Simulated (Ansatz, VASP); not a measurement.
Al3BP4 in VASP and in Ansatz

```xyz
8
Lattice="3.6100 0.0000 0.0000 0.0000 3.6100 0.0000 0.0000 0.0000 10.2000" Properties=species:S:1:pos:R:3 pbc="T T T"
Al    1.8050    1.8050    7.6500
Al    0.0000    0.0000    5.1000
Al    1.8050    1.8050    2.5500
B     0.0000    0.0000    0.0000
P     0.0000    1.8050    1.1220
P     1.8050    0.0000    9.0780
P     0.0000    1.8050    6.3750
P     1.8050    0.0000    3.8250
```

Alike in both runs: task relaxation of cell and atoms; functional PBE; k mesh 5 × 5 × 2; occupations gaussian, width 0.2 eV; no spin polarisation.

|  | VASP | Ansatz |
| --- | --- | --- |
| version | VASP 6.6.1 | Ansatz 0.2.0 |
| potentials or method | VASP PAW PBE potentials, release 64 (Al, B, P), cutoff 600 eV | scalar-relativistic, plane waves, PAW |
| valence electrons in the cell | 32 | 32 |

Ansatz gave:

- gap on the k mesh at the Fermi level, each at its own relaxed structure (eV): 0.95
- relaxed volume (Å³/atom): 18.39
- relaxed cell length with the largest relative difference (Å): 3.688

Estimate VASP's values.

gap on the k mesh at the Fermi level, each at its own relaxed structure (eV): 0.96; relaxed volume (Å³/atom): 18.45; relaxed cell length with the largest relative difference (Å): 3.692.
